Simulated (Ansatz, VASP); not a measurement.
GaN: VASP beside Ansatz

File INCAR:

```
PREC = Accurate
ENCUT = 520
EDIFF = 1E-6
ISMEAR = 0
SIGMA = 0.05
LREAL = F
LASPH = T
NELM = 60
ALGO = Normal
ISIF = 2
LWAVE = F
LCHARG = F
GGA = PE
NBANDS = 26
```

File KPOINTS:

```
regular mesh
0
Gamma
  12 12 6
```

POSCAR

```
GaN
1.0
    2.9924942523      0.0000000000      0.0000000000
   -1.4962471262      2.5915760432      0.0000000000
    0.0000000000      0.0000000000      5.8336705502
Ga N
2 2
Direct
    0.3333333333      0.6666666667      0.0000000000
    0.6666666667      0.3333333333      0.5000000000
    0.3333333333      0.6666666667      0.3750000000
    0.6666666667      0.3333333333      0.8750000000
```

Input for Ansatz:

```yaml
crystal:
  lattice:
    - [2.9924942523, 0.0, 0.0]
    - [-1.4962471262, 2.5915760432, 0.0]
    - [0.0, 0.0, 5.8336705502]
  atoms:
    - { symbol: Ga, position: [0.3333333333, 0.6666666667, 0.0] }
    - { symbol: Ga, position: [0.6666666667, 0.3333333333, 0.5] }
    - { symbol: "N", position: [0.3333333333, 0.6666666667, 0.375] }
    - { symbol: "N", position: [0.6666666667, 0.3333333333, 0.875] }
basis:
  ecutwfc: 420
kpoints:
  mp_grid: { grid: [12, 12, 6] }
hamiltonian:
  xc: pbe
scf:
  occupations: { method: gaussian, width: 0.05 }
output:
  forces: true
  stress: true
  eigenvalues: true
```

Alike in both runs: task single point; functional PBE; k mesh 12 × 12 × 6; occupations gaussian, width 0.05 eV; no spin polarisation.

|  | VASP | Ansatz |
| --- | --- | --- |
| version | VASP 6.6.1 | Ansatz 0.2.0 |
| potentials or method | VASP PAW PBE potentials, release 64 (Ga_d, N), cutoff 520 eV | scalar-relativistic, plane waves, PAW |
| valence electrons in the cell | 36 | 36 |

Ansatz gave:

| Property | Result |
| --- | --- |
| gap on the k mesh at the Fermi level (eV) | 0.62 |
| least direct gap on the mesh (eV) | 0.62 |
| pressure (GPa) | 15.1 |
| traceless stress, the component that is largest in VASP (GPa) | -40.32 |
| rms of the force components (eV/Å) | 0.463 |

Question: What did VASP give for the same quantities?

Answer: gap on the k mesh at the Fermi level (eV): 0.61; least direct gap on the mesh (eV): 0.61; pressure (GPa): 15.1; traceless stress, the component that is largest in VASP (GPa): -40.39; rms of the force components (eV/Å): 0.449.

Atom by atom the forces differ by 0.013 eV/Å (rms over components).
